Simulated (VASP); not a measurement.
GaAs, 2 atoms in the cell. The structure is tetragonal, space group I-4m2 (No. 119). Conventional cell: a = 3.798 Å, b = 3.798 Å, c = 5.936 Å, α = 90.00°, β = 90.00°, γ = 90.00°. Within 3.2 Å of Ga (site symmetry -4m2) lie 4 As at 2.41 Å. As (site symmetry -4m2) has 4 Ga at 2.41 Å within 3.2 Å.  This cell differs from its parent crystal: strain -0.050 along x and y, +0.050 along z.

| Item | Value |
| --- | --- |
| Program | VASP 6.6.1 |
| Task | single point |
| Functional | r2SCAN |
| Potentials or basis | VASP PAW PBE potentials, release 64 (Ga_d, As) |
| Cutoff | 520 eV |
| k mesh | 8 × 8 × 8 |
| Occupations | gaussian, width 0.05 eV |
| Spin | no spin polarisation |
| Dipole correction | no |
| Further INCAR settings | ALGO = Normal; EDIFF = 1e-06; NBANDS = 16 |

Potentials or basis: VASP PAW PBE potentials, release 64 (Ga_d, As).

Launch:

```console
$ cat potpaw_PBE.64/Ga_d/POTCAR potpaw_PBE.64/As/POTCAR > POTCAR
$ cp INCAR.step1 INCAR
$ mpirun -np 1 vasp_std > vasp.out
$ cp INCAR.step2 INCAR
$ mpirun -np 1 vasp_std > vasp.out
```

Hardware: 1 thread of Intel Xeon 8259CL (shared host).

Problem. How long does it take, and how much memory?

Solution. Run time: 3.1 min on 1 thread of Intel Xeon 8259CL, with other jobs on the host, peak memory 0.19 GiB. Counts: k points 59.
